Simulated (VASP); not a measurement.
Wanted: the native input for a VASP 6.6.1 run.

```
Task                   : relaxation of cell and atoms
Functional             : PBEsol
Potentials or basis    : VASP PAW PBE potentials, release 64 (Cd, Zn, Se)
Cutoff                 : 600 eV
k mesh                 : 4 × 4 × 4
Occupations            : gaussian, width 0.02 eV
Spin                   : no spin polarisation
Dipole correction      : no
Further INCAR settings : LREAL = Auto; ALGO = Normal; EDIFF = 1e-06; IBRION = 2; EDIFFG = -0.005; NSW = 100; ISIF = 3
```

The structure of Zn7CdSe8 lies in POSCAR:

```
Zn7CdSe8
1.0
   -5.6948051809      0.0000000000      5.6948051809
   -5.6948051809     -5.6948051809      0.0000000000
    0.0000000000     -5.6948051809      5.6948051809
Cd Zn Se
1 7 8
Direct
    0.0000000000      0.5000000000      0.0000000000
   -0.0011162482      0.0011162482     -0.0011162482
   -0.0011162482      0.4988837518      0.5011162482
   -0.0011162482      0.0011162482      0.5011162482
    0.5011162482      0.4988837518     -0.0011162482
    0.5011162482      0.0011162482     -0.0011162482
    0.5011162482      0.4988837518      0.5011162482
    0.5000000000      0.0000000000      0.5000000000
    0.1309568644      0.1071294068      0.1309568644
    0.1309568644      0.6309568644      0.1309568644
    0.1250135638      0.1249954787      0.6249954787
    0.1309568644      0.6309568644      0.6071294068
    0.6249954787      0.1249954787      0.1250135638
    0.6071294068      0.6309568644      0.1309568644
    0.6249954787      0.1249954787      0.6249954787
    0.6249954787      0.6250135638      0.6249954787
```

The input as run:

INCAR

```
PREC = Accurate ; ENCUT = 600
EDIFF = 1E-6 ; ISMEAR = 0
SIGMA = 0.02 ; LREAL = Auto
LASPH = T ; NELM = 100
ALGO = Normal ; ISIF = 3
LWAVE = F ; LCHARG = F
GGA = PS ; IBRION = 2
NSW = 100 ; EDIFFG = -0.005
```

KPOINTS

```
Automatic mesh
0
Gamma
  4 4 4
```

Potentials or basis: VASP PAW PBE potentials, release 64 (Cd, Zn, Se).

The run is started by

```console
$ cat potpaw_PBE.64/Cd/POTCAR potpaw_PBE.64/Zn/POTCAR potpaw_PBE.64/Se/POTCAR > POTCAR
$ mpirun -np 1 vasp_std > vasp.out
```

It gave:

```json
{
  "Relaxed volume": "23.13 Å³/atom",
  "Relaxed cell": "a = 8.058 Å, b = 8.058 Å, c = 8.058 Å, α = 60.00°, β = 60.00°, γ = 60.00°",
  "Space group after relaxing (to 0.05 Å)": "F-43m (No. 216)",
  "Energy gained by relaxing": "0.0 meV/atom",
  "Ionic steps": "5",
  "Pressure after relaxing": "0.0 GPa",
  "Largest force after relaxing": "0.005 eV/Å",
  "Band gap on the k mesh": "1.06 eV, direct"
}
```

Caveat: the PAW data sets were made with another functional, which shifts forces and pressure a little.

Wall time 20 min on 1 thread of Intel(R) Xeon(R) Platinum 8259CL CPU @ 2.50GHz (Skylake/Cascade Lake) (shared host), peak memory 0.72 GiB.
